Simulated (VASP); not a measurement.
## BN: single point with r2SCAN

Crystal: BN.

```
B N
1.0
     0.02794    1.79667    1.79667
     1.79667    0.02794    1.79667
     1.79667    1.79667    0.02794
B N
1 1
Direct
  0.00014 0.00014 0.00014
  0.24986 0.24986 0.24986
```

This cell differs from its parent crystal: epitaxial 111 strain -2.0%.

| Property | Result |
| --- | --- |
| Program | VASP 6.6.1 |
| Task | single point |
| Functional | r2SCAN |
| Potentials or basis | VASP PAW PBE potentials, release 64 (B, N) |
| Cutoff | 520 eV |
| k mesh | 12 × 12 × 12 |
| Occupations | gaussian, width 0.01 eV |
| Spin | no spin polarisation |

The pressure is 17.1 GPa, the largest force is 0.006 eV/Å and the band gap on the k mesh is 4.96 eV, indirect (least direct gap 9.13 eV).

Forces on the atoms (eV/Å):
```
B    0.003  0.003  0.003
N   -0.003 -0.003 -0.003
```

Stress tensor (GPa, compression positive):
```
17.15 -7.99 -7.99
-7.99 17.15 -7.99
-7.99 -7.99 17.15
```

Levels at points of the mesh, in eV from the valence-band top:
| k point | band 2 | band 3 | band 4 | band 5 | band 6 | band 7 |
| --- | --- | --- | --- | --- | --- | --- |
| (0.00, 0.00, 0.00) | -0.15 | 0.00 | 0.00 | 9.13 | 9.90 | 9.90 |
| (0.50, 0.00, 0.00) | -11.51 | -2.21 | -2.21 | 10.96 | 11.57 | 11.81 |
| (0.50, 0.50, 0.00) | -9.65 | -5.51 | -5.20 | 4.96 | 10.04 | 19.82 |
| (0.50, 0.50, 0.50) | -11.59 | -1.95 | -1.95 | 11.78 | 11.85 | 11.85 |

It took 81 s on 1 thread of Intel(R) Xeon(R) Platinum 8259CL CPU @ 2.50GHz (Skylake/Cascade Lake), with other jobs on the host, peak memory 0.13 GiB.

Caveat: the cell differs from its parent crystal (epitaxial 111 strain -2.0%); the PAW data sets were made with another functional, which shifts forces and pressure a little. A k mesh can miss the band edges.
